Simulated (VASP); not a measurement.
RuPb2:

```xyz
6
Lattice="6.0977 0.0000 0.0000 0.0000 6.8636 0.0000 0.0000 0.0000 3.2955" Properties=species:S:1:pos:R:3 pbc="T T T"
Ru    0.0000    0.0000    0.0000
Ru    3.0489    3.4318    1.6478
Pb    1.1269    2.4681    0.0000
Pb    4.9709    4.3954    0.0000
Pb    4.1757    0.9636    1.6478
Pb    1.9220    5.8999    1.6478
```

Base run:

```yaml
Program: VASP 6.6.1
Functional: RPBE
Potentials_or_basis: VASP PAW PBE potentials, release 64 (Ru_pv, Pb_d)
Cutoff: 520 eV
k_mesh: 3 × 3 × 6
Occupations: fermi-dirac, width 0.1 eV
Spin: no spin polarisation
```

Its results: band gap on the k mesh zero (bands 42 and 43 overlap by 0.21 eV); pressure 10.0 GPa; largest force 0.810 eV/Å.

Question: The run is repeated on the same cell with these changes: functional from RPBE to r2SCAN; further incar settings from ALGO = Fast; EDIFF = 1e-06; NBANDS = 51 to ALGO = Normal; EDIFF = 1e-06; NBANDS = 51. What comes out?

Answer: Band gap on the k mesh zero (bands 42 and 43 overlap by 0.21 eV); pressure 5.3 GPa; largest force 0.877 eV/Å.

Caveats: the cell stands under pressure; the PAW data sets were made with another functional, which shifts forces and pressure a little; spin-orbit coupling is left out, which moves the levels of the heavy elements.
